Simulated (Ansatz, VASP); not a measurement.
## Two plane-wave programs on Al3Ni5

Contents of INCAR:

```
  PREC = Accurate
  ENCUT = 520
  EDIFF = 1E-6
  ISMEAR = 0
  SIGMA = 0.15
  LREAL = F
  LASPH = T
  NELM = 80
  ALGO = Fast
  ISIF = 2
  LWAVE = F
  LCHARG = F
  GGA = PS
  NBANDS = 40
```

The input KPOINTS:

```
regular mesh
0
Gamma
  8 8 10
```

File POSCAR:

```
Al3Ni5
1.0
    3.2933322733     -3.6919375996      0.0000000000
    3.2933322733      3.6919375996      0.0000000000
    0.0000000000      0.0000000000      3.7203545688
Al Ni
3 5
Direct
    0.5000000000      0.5000000000      0.0410008284
    0.7796888788      0.2203111212      0.5705577910
    0.2203111212      0.7796888788      0.5705577910
    0.0000000000      0.0000000000     -0.0258638350
    0.0000000000      0.5000000000     -0.0213534505
    0.5000000000      0.0000000000     -0.0213534505
    0.2762373070      0.2762373070      0.4924256280
    0.7237626930      0.7237626930      0.4924256280
```

Input for Ansatz:

```yaml
crystal:
  lattice:
    - [3.2933322733, -3.6919375996, 0.0]
    - [3.2933322733, 3.6919375996, 0.0]
    - [0.0, 0.0, 3.7203545688]
  atoms:
    - { symbol: Al, position: [0.5, 0.5, 0.0410008284] }
    - { symbol: Al, position: [0.7796888788, 0.2203111212, 0.570557791] }
    - { symbol: Al, position: [0.2203111212, 0.7796888788, 0.570557791] }
    - { symbol: Ni, position: [0.0, 0.0, -0.025863835] }
    - { symbol: Ni, position: [0.0, 0.5, -0.0213534505] }
    - { symbol: Ni, position: [0.5, 0.0, -0.0213534505] }
    - { symbol: Ni, position: [0.276237307, 0.276237307, 0.492425628] }
    - { symbol: Ni, position: [0.723762693, 0.723762693, 0.492425628] }
basis:
  ecutwfc: 420
kpoints:
  mp_grid: { grid: [8, 8, 10] }
hamiltonian:
  xc: pbesol
scf:
  occupations: { method: gaussian, width: 0.15 }
output:
  forces: true
  stress: true
  eigenvalues: true
```

Change from the starting cell: mode 19 (328.0 1/cm) frozen in, largest displacement +0.263 Å.

Alike in both runs: task single point; functional PBEsol; k mesh 8 × 8 × 10; occupations gaussian, width 0.15 eV; no spin polarisation.

|  | VASP | Ansatz |
| --- | --- | --- |
| version | VASP 6.6.1 | Ansatz 0.2.0 |
| potentials or method | VASP PAW PBE potentials, release 64 (Al, Ni), cutoff 520 eV | scalar-relativistic, plane waves, PAW |
| valence electrons in the cell | 59 | 99 |

Ansatz gave:

| Quantity | Value |
| --- | --- |
| gap on the k mesh at the Fermi level (eV) | none |
| pressure (GPa) | 6.2 |
| traceless stress, the component that is largest in VASP (GPa) | -2.65 |
| rms of the force components (eV/Å) | 1.258 |

Q: Which values does VASP return?

A: gap on the k mesh at the Fermi level (eV): none; pressure (GPa): 6.4; traceless stress, the component that is largest in VASP (GPa): -2.63; rms of the force components (eV/Å): 1.264.

VASP's potentials were made for PBE, not for PBEsol. Atom by atom the forces differ by 0.007 eV/Å (rms over components). A gap of «none» marks a metal or a gap that the smearing closes. The functional is the same, so the differences come from potentials, cutoffs and numerics. VASP's potentials hold 59 valence electrons a cell and Ansatz's 99, so a difference there can come from the potentials and not from the codes.
